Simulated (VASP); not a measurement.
Set up this calculation in VASP 6.6.1, as the native input.

```
Task                   : single point
Functional             : LDA
Potentials or basis    : VASP PAW LDA potentials, release 64 (C)
Cutoff                 : 520 eV
k mesh                 : 12 × 12 × 4
Occupations            : gaussian, width 0.05 eV
Spin                   : no spin polarisation
Dipole correction      : no
Further INCAR settings : ALGO = Normal; EDIFF = 1e-06; NBANDS = 26
```

The structure of C lies in POSCAR:

```
C
1.0
    2.4024880687      0.0000000000      0.0000000000
   -1.2012440343      2.0806156998      0.0000000000
    0.0000000000      0.0000000000      8.7892647126
C
8
Direct
    0.0000000000      0.0000000000      0.0870930396
    0.0000000000      0.0000000000      0.5870930396
    0.0000000000      0.0000000000      0.4129069604
    0.0000000000      0.0000000000      0.9129069604
    0.3333333333      0.6666666667      0.1600876728
    0.6666666667      0.3333333333      0.6600876728
    0.3333333333      0.6666666667      0.3399123272
    0.6666666667      0.3333333333      0.8399123272
```

This cell differs from its parent crystal: mode 21 frozen in at -0.048 Å, strain +e along z and -e/2 along x and y +0.0700.

The input as run:

INCAR

```
SYSTEM = C
PREC     = Accurate       ! precision mode
ENCUT    = 520            ! plane-wave cutoff, eV
EDIFF    = 1E-6           ! SCF threshold, eV
ISMEAR   = 0              ! smearing method
SIGMA    = 0.05           ! smearing width, eV
LREAL    = .FALSE.        ! projectors in reciprocal space
LASPH    = .TRUE.         ! aspherical terms in the spheres
NELM     = 100            ! most SCF steps
ALGO     = Normal         ! electronic algorithm
ISIF     = 2              ! what is computed and relaxed
LWAVE    = .FALSE.        ! write WAVECAR
LCHARG   = .FALSE.        ! write CHGCAR
NBANDS   = 26             ! bands
```

KPOINTS

```
Automatic mesh
0
G
  12 12 4
  0 0 0
```

Potentials or basis: VASP PAW LDA potentials, release 64 (C).

Run with:

```bash
$ cat potpaw_LDA.64/C/POTCAR > POTCAR
$ mpirun -np 1 vasp_std > vasp.out
```

Results of the run:

The pressure is 3.5 GPa, the largest force is 3.574 eV/Å and the band gap on the k mesh is 2.59 eV, indirect (least direct gap 3.23 eV).

Caveat: the cell differs from its parent crystal (mode 21 frozen in at -0.048 Å, strain +e along z and -e/2 along x and y +0.0700); forces of over 1 eV/Å act on the atoms, so gaps and moduli don't describe the material at rest.

Run time: 30 s on 1 thread of AMD EPYC 9R45 96-Core Processor (Zen 5), with other jobs on the host, peak memory 0.13 GiB.
